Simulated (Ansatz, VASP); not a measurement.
## NaGeCl3 in VASP and in Ansatz

```
Na Ge Cl
1.0
     5.39851    0.00000    0.00000
     0.00000    5.39851    0.00000
     0.00000    0.00000    5.39851
Na Ge Cl
1 1 3
Direct
  0.00000 0.00000 0.00000
  0.50000 0.50000 0.50000
  0.50000 0.50000 0.00000
  0.50000 0.00000 0.50000
  0.00000 0.50000 0.50000
```

Change from the starting cell: hydrostatic strain +4.0%.

Alike in both runs: task single point; functional PBE; k mesh 6 × 6 × 6; occupations fermi-dirac, width 0.02 eV; no spin polarisation.

|  | VASP | Ansatz |
| --- | --- | --- |
| version | VASP 6.6.1 | Ansatz 0.2.0 |
| potentials or method | VASP PAW PBE potentials, release 64 (Na_pv, Ge_d, Cl) | plane waves, PAW |
| plane-wave cutoff (eV) | 520 | 420 |
| valence electrons in the cell | 42 | 44 |

|  | VASP | Ansatz | Ansatz less VASP |
| --- | --- | --- | --- |
| gap on the k mesh at the Fermi level (eV) | 1.25 | 1.25 | -0.003 |
| pressure (GPa) | -2.2 | -2.1 | +0.03 |

VASP's potentials hold 42 valence electrons a cell and Ansatz's 44, so a difference there can come from the potentials and not from the codes.
